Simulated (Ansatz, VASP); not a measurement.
## LiCl in VASP and in Ansatz

```
Cl Li
1.0
     0.00000    2.56477    2.56477
     2.56477    0.00000    2.56477
     2.56477    2.56477    0.00000
Cl Li
1 1
Direct
  0.50000 0.50000 0.50000
  0.00000 0.00000 0.00000
```

Alike in both runs: task relaxation of cell and atoms; functional LDA; k mesh 9 × 9 × 9; occupations fermi-dirac, width 0.05 eV; no spin polarisation.

|  | VASP | Ansatz |
| --- | --- | --- |
| version | VASP 6.6.1 | Ansatz 0.2.0 |
| potentials or method | VASP PAW LDA potentials, release 64 (Cl, Li_sv), cutoff 600 eV | all-electron LAPW, scalar-relativistic |

|  | VASP | Ansatz | Ansatz less VASP |
| --- | --- | --- | --- |
| relaxed volume (Å³/atom) | 15.25 | 15.30 | +0.047 |
| relaxed cell length with the largest relative difference (Å) | 3.507 | 3.511 | +0.0036 |

LDA's correlation is that of Perdew and Zunger in VASP and of Perdew and Wang (1992) in Ansatz. Ansatz ran all-electron here, and VASP with PAW potentials.

Noted on VASP's run: the cutoff is short for stress, so the pressure is rough.
